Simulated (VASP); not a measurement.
# Li (P6_3/mmc) in VASP: a series of runs

Li is run at these levels: r2SCAN; tasks: single point, relaxation of shape and atoms at fixed volume.

Everything below comes from runs of VASP 6.6.1. Logs are shortened: lines on timing, memory, paths and dates and some standing lists are left out, and cuts for length are marked.

### 1 The cell of the first run

The structure is hexagonal, space group P6_3/mmc (No. 194). The conventional cell has a = 3.055 Å, b = 3.055 Å, c = 5.016 Å, α = 90.00°, β = 90.00°, γ = 120.00°. Li (site symmetry -6m2) has 12 Li at 3.05 to 3.07 Å within 4.0 Å.

### 2 Single point, r2SCAN

POSCAR

```
Li
1.0
    3.0547268133      0.0000000000      0.0000000000
   -1.5273634067      2.6454710219      0.0000000000
    0.0000000000      0.0000000000      5.0159701731
Li
2
Direct
    0.3333333333      0.6666666667      0.7500000000
    0.6666666667      0.3333333333      0.2500000000
```

INCAR.step1

```
SYSTEM = Li
PREC = Accurate ; ENCUT = 520
ISMEAR = 0 ; SIGMA = 0.05
LREAL = .False. ; LASPH = .True.
NELM = 100 ; NBANDS = 10
GGA = PE ; ALGO = Normal
EDIFF = 1E-4 ; LWAVE = .True.
LCHARG = .False.
```

INCAR.step2

```
SYSTEM = Li
PREC = Accurate ; ENCUT = 520
EDIFF = 1E-6 ; ISMEAR = 0
SIGMA = 0.05 ; LREAL = .False.
LASPH = .True. ; NELM = 100
ALGO = Normal ; ISIF = 2
LWAVE = .False. ; LCHARG = .False.
METAGGA = R2SCAN ; LMIXTAU = .True.
NBANDS = 10 ; ISTART = 1
```

KPOINTS

```
regular mesh
0
Gamma
  16 16 8
  0 0 0
```

Potentials or basis: VASP PAW PBE potentials, release 64 (Li_sv).

Run with:

```console
> cat potpaw_PBE.64/Li_sv/POTCAR > POTCAR
> cp INCAR.step1 INCAR
> mpirun -np 1 vasp_std > vasp.out
> cp INCAR.step2 INCAR
> mpirun -np 1 vasp_std > vasp.out
```

OUTCAR:

```text
SYSTEM = Li
   PREC = Accurate
   ENCUT = 520
   EDIFF = 1E-6
   ISMEAR = 0
   LREAL = .False.
   LASPH = .True.
   NELM = 100
   ISIF = 2
   METAGGA = R2SCAN
   ISTART = 1

 ion  position               nearest neighbor table
   1  0.333  0.667  0.750-
   2  0.667  0.333  0.250-

  LATTYP: Found a hexagonal cell.
 ALAT       =     3.0547268133
 C/A-ratio  =     1.6420355991

  Lattice vectors:

 A1 = (   3.0547268133,   0.0000000000,   0.0000000000)
 A2 = (  -1.5273634067,   2.6454710219,   0.0000000000)
 A3 = (   0.0000000000,   0.0000000000,   5.0159701731)

Analysis of symmetry for initial positions (statically):
=====================================================================
 Subroutine PRICEL returns:
 Original cell was already a primitive cell.

 Routine SETGRP: Setting up the symmetry group for a
 hexagonal supercell.

 Subroutine GETGRP returns: Found 24 space group operations
 (whereof 12 operations were pure point group operations)
 out of a pool of 24 trial point group operations.

The static configuration has the point symmetry D_3d.
 The point group associated with its full space group is D_6h.

Analysis of symmetry for dynamics (positions and initial velocities):
=====================================================================
 Subroutine PRICEL returns:
 Original cell was already a primitive cell.

 Routine SETGRP: Setting up the symmetry group for a
 hexagonal supercell.

 Subroutine GETGRP returns: Found 24 space group operations
 (whereof 12 operations were pure point group operations)
 out of a pool of 24 trial point group operations.

The dynamic configuration has the point symmetry D_3d.
 The point group associated with its full space group is D_6h.

 Subroutine INISYM returns: Found 24 space group operations
 (whereof 12 operations are pure point group operations),
 and found     1 'primitive' translations

----------------------------------------------------------------------------------------

                                     Primitive cell

  volume of cell :      40.5350

  direct lattice vectors                    reciprocal lattice vectors
     3.054726813  0.000000000  0.000000000     0.327361516  0.189002259  0.000000000
    -1.527363407  2.645471022  0.000000000     0.000000000  0.378004519  0.000000000
     0.000000000  0.000000000  5.015970173     0.000000000  0.000000000  0.199363227

  length of vectors
     3.054726813  3.054726813  5.015970173     0.378004519  0.378004519  0.199363227

  position of ions in fractional coordinates (direct lattice)
     0.333333333  0.666666667  0.750000000
     0.666666667  0.333333333  0.250000000

  ion indices of the primitive-cell ions
   primitive index   ion index
                 1           1
                 2           2

----------------------------------------------------------------------------------------

 KPOINTS: regular mesh

Automatic generation of k-mesh.
 Grid dimensions read from file:
 generate k-points for:   16   16    8

 Generating k-lattice:

  Cartesian coordinates                     Fractional coordinates (reciprocal lattice)
     0.020460095  0.011812641  0.000000000     0.062500000  0.000000000  0.000000000
     0.000000000  0.023625282  0.000000000     0.000000000  0.062500000  0.000000000
     0.000000000  0.000000000  0.024920403     0.000000000  0.000000000  0.125000000

  Length of vectors
     0.023625282  0.023625282  0.024920403

  Shift w.r.t. Gamma in fractional coordinates (k-lattice)
     0.000000000  0.000000000  0.000000000

 Subroutine IBZKPT returns following result:
 ===========================================

 Found    150 irreducible k-points:

 Following reciprocal coordinates:
            Coordinates               Weight
  0.000000  0.000000  0.000000      1.000000
  0.062500  0.000000  0.000000      6.000000
  0.125000  0.000000  0.000000      6.000000
  0.187500  0.000000  0.000000      6.000000
  0.250000  0.000000  0.000000      6.000000
  0.312500  0.000000  0.000000      6.000000
[... 16 lines left out ...]
  0.187500  0.187500  0.000000      6.000000
  0.250000  0.187500  0.000000     12.000000
 [... further k-points ...]
   k-points           NKPTS =    150   k-points in BZ     NKDIM =    150   number of bands    NBANDS=     10
   number of dos      NEDOS =    301   number of ions     NIONS =      2
   total plane-waves  NPLWV =  23040
   dimension x,y,z NGX =    24 NGY =   24 NGZ =   40
   dimension x,y,z NGXF=    48 NGYF=   48 NGZF=   80
   ions per type =               2
   NGX,Y,Z   is equivalent  to a cutoff of  13.06, 13.06, 13.26 a.u.
   NGXF,Y,Z  is equivalent  to a cutoff of  26.12, 26.12, 26.51 a.u.
 SYSTEM =  Li
   PREC   = accura    normal or accurate (medium, high low for compatibility)
   ISTART =      1    job   : 0-new  1-cont  2-samecut
   ICHARG =      0    charge: 1-file 2-atom 10-const
   ISPIN  =      1    spin polarized calculation?
   LNONCOLLINEAR =      F non collinear calculations
   LSORBIT =      F    spin-orbit coupling
   LASPH  =      T    aspherical Exc in radial PAW
   ENCUT  =  520.0 eV  38.22 Ry    6.18 a.u.   5.68  5.68  9.33*2*pi/ulx,y,z
   NELM   =    100;   NELMIN=  2; NELMDL=  0     # of ELM steps
   EDIFF  = 0.1E-05   stopping-criterion for ELM
   LREAL  =      F    real-space projection
   EDIFFG = 0.1E-04   stopping-criterion for IOM
   NSW    =      0    number of steps for IOM
   IBRION =     -1    ionic relax: 0-MD 1-quasi-New 2-CG
   NFREE  =      0    steps in history (QN), initial steepest desc. (CG)
   ISIF   =      2    stress and relaxation
   ISYM   =      2    0-nonsym 1-usesym 2-fastsym
   POTIM  = 0.5000    time-step for ionic-motion
   TEBEG  =    0.0;   TEEND  =   0.0 temperature during run
   PSTRESS=    0.0 pullay stress
   NELECT =       6.0000    total number of electrons
   NUPDOWN=      -1.0000    fix difference up-down
   EMIN   =  10.00;   EMAX   =-10.00  energy-range for DOS
   EFERMI =   0.00;   METHOD = LEGACY
   ISMEAR =     0;   SIGMA  =   0.05  broadening in eV -4-tet -1-fermi 0-gaus
   EFERMI_NEDOS =   21; number of points for ismear=-14 and -15
   IALGO  =     38    algorithm
   IMIX   =      4    mixing-type and parameters
     AMIX     =   0.40;   BMIX     =  1.00
     AMIX_MAG =   1.60;   BMIX_MAG =  1.00
  volume/ion in A,a.u.               =      20.27       136.77
  Fermi-wavevector in a.u.,A,eV,Ry     =   0.865995  1.636492 10.203641  0.749946
  Thomas-Fermi vector in A             =   1.984319
   LORBIT       =      0    0 simple, 1 ext, 2 COOP (PROOUT), +10 PAW based schemes
   METAGGA = R2SCAN    functional components
   LHFCALC =     F    Hartree Fock is set to
   AEXX    =    0.0000 exact exchange contribution
   IVDW    =     0    specifies the selected vdW correction
   LEPSILON=     F    determine dielectric tensor
   LRPA    =     F    only Hartree local field effects (RPA)
 non-spin polarized calculation
 Gauss-broadening in eV      SIGMA  =   0.05
  energy-cutoff  :      520.00
  volume of cell :       40.54
 maximum number of plane-waves:      1108
 NGX is ok and might be reduce to    24
   NGX = 11   NGY = 11   NGZ = 19

 number of electron       6.0000001 magnetization

 Free energy of the ion-electron system (eV)
  ---------------------------------------------------
  ext. energy  EPLUGINS =         0.00000000
  ---------------------------------------------------
  free energy    TOTEN  =        -4.76585921 eV

  energy without entropy =       -4.76520450  energy(sigma->0) =       -4.76553186

 E-fermi :   0.6174     XC(G=0):  -7.4492

 val. band max:        0.6158920298   @ k =   0.5000   0.0000   0.1250
 cond. band min:       0.6794799704   @ k =   0.0625   0.0000   0.0000
 fundamental gap:      0.0635879407
 Fermi energy:         0.6173813498

 k-point     1 :       0.0000    0.0000    0.0000
  band No.  band energies     occupation
      1     -47.4171      2.00000
      2     -47.3985      2.00000
      3      -3.2522      2.00000
      4       0.5907      1.55019
      5       3.7206      0.00000
      6      14.4978      0.00000
      7      14.4988      0.00000
      8      15.9317      0.00000
      9      15.9326      0.00000
     10      16.6438      0.00000

 k-point     2 :       0.0625    0.0000    0.0000
  band No.  band energies     occupation
      1     -47.4165      2.00000
      2     -47.3981      2.00000
      3      -3.1841      2.00000
      4       0.6795      0.07902
      5       3.7484      0.00000
      6      13.6258      0.00000
      7      13.8958      0.00000
      8      15.9108      0.00000
      9      16.3910      0.00000
     10      16.5831      0.00000

 k-point     3 :       0.1250    0.0000    0.0000
  band No.  band energies     occupation
      1     -47.4146      2.00000
      2     -47.3972      2.00000
      3      -2.9799      2.00000
      4       0.9458      0.00000
      5       3.8286      0.00000
      6      11.9242      0.00000
      7      12.9521      0.00000
      8      15.8375      0.00000
      9      16.2134      0.00000
     10      16.6559      0.00000

 k-point     4 :       0.1875    0.0000    0.0000
  band No.  band energies     occupation
      1     -47.4118      2.00000
      2     -47.3959      2.00000
      3      -2.6395      2.00000
      4       1.3891      0.00000
      5       3.9388      0.00000
      6      10.1474      0.00000
      7      12.0735      0.00000
      8      15.0108      0.00000
      9      15.0211      0.00000
     10      15.7480      0.00000
[... 222 lines left out ...]
 k-point    22 :       0.4375    0.1250    0.0000
  band No.  band energies     occupation
      1     -47.3970      2.00000
      2     -47.3919      2.00000
      3       0.8036      0.00000
      4       1.9666      0.00000
      5       5.9985      0.00000
      6       6.8816      0.00000
      7       7.1071      0.00000
      8       7.4220      0.00000
      9      11.2355      0.00000
     10      13.8583      0.00000

 k-point    23 :       0.1875    0.1875    0.0000
  band No.  band energies     occupation
      1     -47.4037      2.00000
      2     -47.3928      2.00000
      3      -1.4090      2.00000
      4       2.9781      0.00000
      5       4.2049      0.00000
      6       7.0286      0.00000
      7       8.8568      0.00000
      8      12.1920      0.00000
      9      13.4340      0.00000
     10      13.8226      0.00000

 k-point    24 :       0.2500    0.1875    0.0000
  band No.  band energies     occupation
      1     -47.4006      2.00000
      2     -47.3921      2.00000
      3      -0.7274      2.00000
      4       3.8532      0.00000
      5       4.0897      0.00000
      6       5.9504      0.00000
      7       8.2079      0.00000
      8      10.7571      0.00000
      9      12.6475      0.00000
     10      12.8486      0.00000

 [... further k-points ...]

------------------------ aborting loop because EDIFF is reached ----------------------------------------

  FORCE on cell =-STRESS in cart. coord.  units (eV):
  Direction    XX          YY          ZZ          XY          YZ          ZX
  --------------------------------------------------------------------------------------
  -------------------------------------------------------------------------------------
  Total        0.0999379      0.0999379     -0.0031237     -0.0000000      0.0000000     -0.0000000
  in kB        3.9501200      3.9501200     -0.1234658     -0.0000000      0.0000000     -0.0000000
  external PRESSURE =       2.5922580 kB  Pullay stress =       0.0000000 kB

 VOLUME and BASIS-vectors are now :
 -----------------------------------------------------------------------------
  energy-cutoff  :      520.00
  volume of cell :       40.54
      direct lattice vectors                 reciprocal lattice vectors
     3.054726813  0.000000000  0.000000000     0.327361516  0.189002259  0.000000000
    -1.527363407  2.645471022  0.000000000     0.000000000  0.378004519  0.000000000
     0.000000000  0.000000000  5.015970173     0.000000000  0.000000000  0.199363227

 POSITION                                       TOTAL-FORCE (eV/Angst)
 -----------------------------------------------------------------------------------
     -0.00000      1.76365      3.76198        -0.000000      0.000000      0.000000
      1.52736      0.88182      1.25399         0.000000     -0.000000      0.000000
 -----------------------------------------------------------------------------------
    total drift:                                0.000000     -0.000000      0.000000

  FREE ENERGIE OF THE ION-ELECTRON SYSTEM (eV)
  ---------------------------------------------------
  free  energy   TOTEN  =        -4.7658592084 eV

  energy  without entropy=       -4.7652045047  energy(sigma->0) =       -4.76553186
```

It took 2.6 min on 1 thread of Intel Xeon 6975P-C, shared host; peak memory 0.19 GiB.

Results:

* Free energy: -4.7659 eV
* Band gap on the k mesh: zero (band 3 reaches 2.72 eV, above the bottom of band 4 at -2.05 eV)

Levels at points of the mesh, in eV from the Fermi level:
```tsv
k point	band 1	band 2	band 3	band 4	band 5	band 6
(0.00, 0.00, 0.00)	-48.03	-48.02	-3.87	-0.03	3.10	13.88
(0.50, 0.00, 0.00)	-48.02	-48.01	-0.07	1.15	5.12	6.25
(0.00, 0.00, 0.50)	-48.03	-48.03	-2.66	-2.66	8.58	8.58
(0.50, 0.00, 0.50)	-48.01	-48.01	0.77	0.77	3.78	3.78
```

Caveat: the cutoff is under 1.25 times the usual one of these potentials, so pressure, stress and relaxed cells hold a basis-set (Pulay) error; the PAW data sets were made with another functional, which shifts forces and pressure a little.

### 3 Single point, r2SCAN

This run uses another cell than the first one, of 20.35 Å³/atom, 1.004 times its volume.

POSCAR

```
Li
1.0
    3.0587943637      0.0000000000      0.0000000000
   -1.5293971819      2.6489936239      0.0000000000
    0.0000000000      0.0000000000      5.0226492358
Li
2
Direct
    0.3333333333      0.6666666667      0.7500000000
    0.6666666667      0.3333333333      0.2500000000
```

INCAR.step1

```
SYSTEM = Li
  PREC = Accurate
  ENCUT = 520
  ISMEAR = 0
  SIGMA = 0.05
  LREAL = .False.
  LASPH = .True.
  NELM = 60
  NBANDS = 10
  GGA = PE
  ALGO = Normal
  EDIFF = 1E-4
  LWAVE = .True.
  LCHARG = .False.
```

INCAR.step2

```
SYSTEM = Li
  PREC = Accurate
  ENCUT = 520
  EDIFF = 1E-6
  ISMEAR = 0
  SIGMA = 0.05
  LREAL = .False.
  LASPH = .True.
  NELM = 60
  ALGO = Normal
  ISIF = 2
  LWAVE = .False.
  LCHARG = .True.
  METAGGA = R2SCAN
  LMIXTAU = .True.
  LELF = .True.
  LVHAR = .True.
  NBANDS = 10
  ISTART = 1
```

KPOINTS

```
Automatic mesh
0
Gamma
  16 16 8
  0 0 0
```

Potentials or basis: VASP PAW PBE potentials, release 64 (Li_sv).

Run with:

```console
> cat potpaw_PBE.64/Li_sv/POTCAR > POTCAR
> cp INCAR.step1 INCAR
> mpirun -np 1 vasp_std > vasp.out
> cp INCAR.step2 INCAR
> mpirun -np 1 vasp_std > vasp.out
```

Run time: 2.2 min. Hardware: 1 thread of Intel Xeon 6975P-C, shared host; peak memory 0.19 GiB.

The run converged. Its results:

```yaml
Free_energy: -4.7665 eV
Band_gap_on_the_k_mesh: zero (band 3 reaches 2.71 eV, above the bottom of band 4 at -2.05 eV)
```

Levels at points of the mesh, in eV from the Fermi level:
```csv
k point,band 1,band 2,band 3,band 4,band 5,band 6,band 7,band 8
"(0.00, 0.00, 0.00)",-48.04,-48.02,-3.86,-0.03,3.09,13.84,13.84,15.27
"(0.50, 0.00, 0.00)",-48.02,-48.02,-0.07,1.14,5.11,6.23,6.77,8.42
"(0.00, 0.00, 0.50)",-48.03,-48.03,-2.66,-2.66,8.55,8.55,14.88,14.88
"(0.50, 0.00, 0.50)",-48.02,-48.02,0.77,0.77,3.77,3.77,10.83,10.83
```

Caveat: the cutoff is under 1.25 times the usual one of these potentials, so pressure, stress and relaxed cells hold a basis-set (Pulay) error; the PAW data sets were made with another functional, which shifts forces and pressure a little.

(Continued in part 2 of 2.)
